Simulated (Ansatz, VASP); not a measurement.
**SnO2: VASP beside Ansatz**

Contents of INCAR:

```
PREC = Accurate
ENCUT = 520
EDIFF = 1E-6
ISMEAR = 0
SIGMA = 0.02
LREAL = F
LASPH = T
NELM = 100
ALGO = Normal
ISIF = 2
LWAVE = F
LCHARG = F
GGA = PS
NBANDS = 35
```

File KPOINTS:

```
regular mesh
0
Gamma
  6 6 8
```

Contents of POSCAR:

```
SnO2
1.0
    4.8399667118      0.0000000000      0.0000000000
    0.0000000000      4.8399667118      0.0000000000
    0.0000000000      0.0000000000      3.1802042548
Sn O
2 4
Direct
    0.5000000000      0.5000000000      0.5000000000
    0.0000000000      0.0000000000      0.0000000000
    0.1936039354      0.8063960646      0.5000000000
    0.8063960646      0.1936039354      0.5000000000
    0.3063960646      0.3063960646      0.0000000000
    0.6936039354      0.6936039354      0.0000000000
```

Input for Ansatz:

```yaml
crystal:
  lattice:
    - [4.8399667118, 0.0, 0.0]
    - [0.0, 4.8399667118, 0.0]
    - [0.0, 0.0, 3.1802042548]
  atoms:
    - { symbol: Sn, position: [0.5, 0.5, 0.5] }
    - { symbol: Sn, position: [0.0, 0.0, 0.0] }
    - { symbol: O, position: [0.1936039354, 0.8063960646, 0.5] }
    - { symbol: O, position: [0.8063960646, 0.1936039354, 0.5] }
    - { symbol: O, position: [0.3063960646, 0.3063960646, 0.0] }
    - { symbol: O, position: [0.6936039354, 0.6936039354, 0.0] }
basis:
  ecutwfc: 420
kpoints:
  mp_grid: { grid: [6, 6, 8] }
  band_path: { path: [VBM, CBM], npoints: 2 }
hamiltonian:
  xc: pbesol
scf:
  occupations: { method: gaussian, width: 0.02 }
output:
  forces: true
  stress: true
  eigenvalues: true
checkpoint:
  read: start.run
  write: ck
  compress: false
  write_wavefunctions: false
  write_every: 100000
```

Alike in both runs: task single point; functional PBEsol; k mesh 6 × 6 × 8; occupations gaussian, width 0.02 eV; no spin polarisation.

|  | VASP | Ansatz |
| --- | --- | --- |
| version | VASP 6.6.1 | Ansatz 0.2.0 |
| potentials or method | VASP PAW PBE potentials, release 64 (Sn_d, O), cutoff 520 eV | scalar-relativistic, plane waves, PAW |
| valence electrons in the cell | 52 | 52 |

|  | VASP | Ansatz | Ansatz less VASP |
| --- | --- | --- | --- |
| gap on the k mesh at the Fermi level (eV) | 0.79 | 0.80 | +0.008 |
| least direct gap on the mesh (eV) | 0.79 | 0.80 | +0.008 |
| pressure (GPa) | -2.2 | -2.7 | -0.55 |
| traceless stress, the component that is largest in VASP (GPa) | 2.95 | 2.70 | -0.244 |
| rms of the force components (eV/Å) | 0.010 | 0.000 | -0.0104 |

VASP's potentials were made for PBE, not for PBEsol. Atom by atom the forces differ by 0.010 eV/Å (rms over components).
